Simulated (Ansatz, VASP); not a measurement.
# Two plane-wave programs on SiC

INCAR

```
  PREC = Accurate
  ENCUT = 520
  EDIFF = 1E-7
  ISMEAR = -1
  SIGMA = 0.02
  LREAL = False
  LASPH = True
  NELM = 80
  ALGO = Normal
  ISIF = 2
  LWAVE = False
  LCHARG = False
  GGA = PE
  IBRION = 2
  NSW = 80
  EDIFFG = -0.02
```

The input KPOINTS:

```
Automatic mesh
0
Gamma
  9 9 2
```

File POSCAR:

```
SiC
1.0
    3.0950000000      0.0000000000      0.0000000000
   -1.5475000000      2.6803486247      0.0000000000
    0.0000000000      0.0000000000     15.1700000000
Si C
6 6
Direct
    0.0000000000      0.0000000000      0.1250000000
    0.0000000000      0.0000000000      0.6250000000
    0.3333333333      0.6666666667      0.2917000000
    0.6666666667      0.3333333333      0.7917000000
    0.3333333333      0.6666666667      0.9583000000
    0.6666666667      0.3333333333      0.4583000000
    0.0000000000      0.0000000000      0.0000000000
    0.0000000000      0.0000000000      0.5000000000
    0.3333333333      0.6666666667      0.1667000000
    0.6666666667      0.3333333333      0.6667000000
    0.3333333333      0.6666666667      0.8333000000
    0.6666666667      0.3333333333      0.3333000000
```

Input for Ansatz:

```yaml
crystal:
  lattice:
    - [3.095, 0.0, 0.0]
    - [-1.5475, 2.6803486247, 0.0]
    - [0.0, 0.0, 15.17]
  atoms:
    - { symbol: Si, position: [0.0, 0.0, 0.125] }
    - { symbol: Si, position: [0.0, 0.0, 0.625] }
    - { symbol: Si, position: [0.3333333333, 0.6666666667, 0.2917] }
    - { symbol: Si, position: [0.6666666667, 0.3333333333, 0.7917] }
    - { symbol: Si, position: [0.3333333333, 0.6666666667, 0.9583] }
    - { symbol: Si, position: [0.6666666667, 0.3333333333, 0.4583] }
    - { symbol: C, position: [0.0, 0.0, 0.0] }
    - { symbol: C, position: [0.0, 0.0, 0.5] }
    - { symbol: C, position: [0.3333333333, 0.6666666667, 0.1667] }
    - { symbol: C, position: [0.6666666667, 0.3333333333, 0.6667] }
    - { symbol: C, position: [0.3333333333, 0.6666666667, 0.8333] }
    - { symbol: C, position: [0.6666666667, 0.3333333333, 0.3333] }
kpoints:
  mp_grid: { grid: [9, 9, 2] }
scf:
  occupations: { method: fermi_dirac, width: 0.02 }
hamiltonian:
  xc: pbe
  pseudopotentials: { kind: paw }
output:
  forces: true
  stress: true
  populations: true
  efg: { contact_densities: true }
relax:
  f_tol: 0.02
  max_steps: 60
```

Alike in both runs: task relaxation of the atoms; functional PBE; k mesh 9 × 9 × 2; occupations fermi-dirac, width 0.02 eV; no spin polarisation.

```csv
,VASP,Ansatz
version,VASP 6.6.1,Ansatz 0.2.0
potentials or method,"VASP PAW PBE potentials, release 64 (Si, C)","plane-wave PAW, scalar-relativistic"
plane-wave cutoff (eV),520,420
valence electrons in the cell,48,48
```

|  | VASP | Ansatz | Ansatz less VASP |
| --- | --- | --- | --- |
| gap on the k mesh at the Fermi level, each at its own relaxed structure (eV) | 2.12 | 2.12 | +0.001 |

Ansatz's warnings: stress scf threshold loose.
